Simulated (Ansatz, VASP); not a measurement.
CdS in VASP and in Ansatz

POSCAR

```
CdS
1.0
   -0.1074349958      2.6193415484      2.6193415484
    2.6193415484     -0.1074349958      2.6193415484
    2.6193415484      2.6193415484     -0.1074349958
Cd S
1 1
Direct
    0.0000000000      0.0000000000      0.0000000000
    0.5000000000      0.5000000000      0.5000000000
```

Contents of INCAR.step1:

```
SYSTEM = CdS
  PREC = Accurate
  ENCUT = 520
  EDIFF = 1E-5
  ISMEAR = -1
  SIGMA = 0.02
  LREAL = .FALSE.
  LASPH = .TRUE.
  NELM = 80
  ALGO = Normal
  ISIF = 2
  LWAVE = .TRUE.
  LCHARG = .FALSE.
  NBANDS = 16
  GGA = PE
```

File INCAR.step2:

```
SYSTEM = CdS
  PREC = Accurate
  ENCUT = 520
  EDIFF = 1E-6
  ISMEAR = -1
  SIGMA = 0.02
  LREAL = .FALSE.
  LASPH = .TRUE.
  NELM = 80
  ALGO = Normal
  ISIF = 2
  LWAVE = .FALSE.
  LCHARG = .FALSE.
  GGA = PE
  LHFCALC = .TRUE.
  HFSCREEN = 0.2079
  PRECFOCK = Normal
  NBANDS = 16
  ISTART = 1
```

Contents of KPOINTS:

```
Automatic mesh
0
G
  6 6 6
  0 0 0
```

Input for Ansatz:

```yaml
crystal:
  lattice:
    - [-0.1074349958, 2.6193415484, 2.6193415484]
    - [2.6193415484, -0.1074349958, 2.6193415484]
    - [2.6193415484, 2.6193415484, -0.1074349958]
  atoms:
    - { symbol: Cd, position: [0.0, 0.0, 0.0] }
    - { symbol: S, position: [0.5, 0.5, 0.5] }
kpoints:
  mp_grid: { grid: [6, 6, 6] }
  band_path:
    path:
      - [0.0, 0.0, 0.0]
      - [0.5, 0.0, 0.5]
      - [0.625, 0.25, 0.625]
      - [0.375, 0.375, 0.75]
      - [0.5, 0.5, 0.5]
      - [0.5, 0.25, 0.75]
    npoints: 1
hamiltonian:
  xc: hse06
scf:
  occupations: { method: fermi_dirac, width: 0.02 }
  n_extra_bands: 4
output:
  forces: true
  stress: true
  eigenvalues: true
```

Change from the starting cell: shear_111 strain -5.9%.

Alike in both runs: task single point; functional HSE06; k mesh 6 × 6 × 6; occupations fermi-dirac, width 0.02 eV; no spin polarisation.

```csv
,VASP,Ansatz
version,VASP 6.6.1,Ansatz 0.2.0
potentials or method,"VASP PAW PBE potentials, release 64 (Cd, S)","plane waves, PAW"
plane-wave cutoff (eV),520,420
valence electrons in the cell,18,26
```

|  | VASP | Ansatz | Ansatz less VASP |
| --- | --- | --- | --- |
| gap on the k mesh at the Fermi level (eV) | 1.12 | 1.13 | +0.016 |
| pressure (GPa) | 6.1 | 5.6 | -0.52 |
| traceless stress, the component that is largest in VASP (GPa) | 1.40 | 1.42 | +0.023 |

VASP's potentials hold 18 valence electrons a cell and Ansatz's 26, so a difference there can come from the potentials and not from the codes. Ansatz's warnings: stress exchange threshold loose, stress scf threshold loose.
